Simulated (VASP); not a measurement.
Input of a VASP 6.6.1 run:

INCAR

```
SYSTEM = Ca
PREC = Accurate
ENCUT = 520
EDIFF = 1E-6
ISMEAR = 0
SIGMA = 0.1
LREAL = .FALSE.
LASPH = .TRUE.
NELM = 100
ALGO = Normal
ISIF = 2
LWAVE = .FALSE.
LCHARG = .TRUE.
GGA = PE
LELF = .TRUE.
LVHAR = .TRUE.
NBANDS = 11
```

KPOINTS

```
regular mesh
0
G
  2 2 2
  0 0 0
```

File POSCAR:

```
Ca
1.0
    3.4886563400      0.0000000000      0.0000000000
    0.0000000000      3.4886563400      0.0000000000
    0.0000000000      0.0000000000      3.4886563400
Ca
1
Direct
    0.0000000000      0.0000000000      0.0000000000
```

Potentials or basis: VASP PAW PBE potentials, release 64 (Ca_sv).

Launch:

```console
$ cat potpaw_PBE.64/Ca_sv/POTCAR > POTCAR
$ mpirun -np 1 vasp_std > vasp.out
```

Task: Estimate the band gap on the k mesh.

Result: Zero (bands 5 and 6 overlap by 1.19 eV).

Task: What does it give for the pressure?

Result: 1.4 GPa.

Caveat: the k points lie up to 0.90 Å⁻¹ apart, too coarse for converged energies and pressures of a metal.
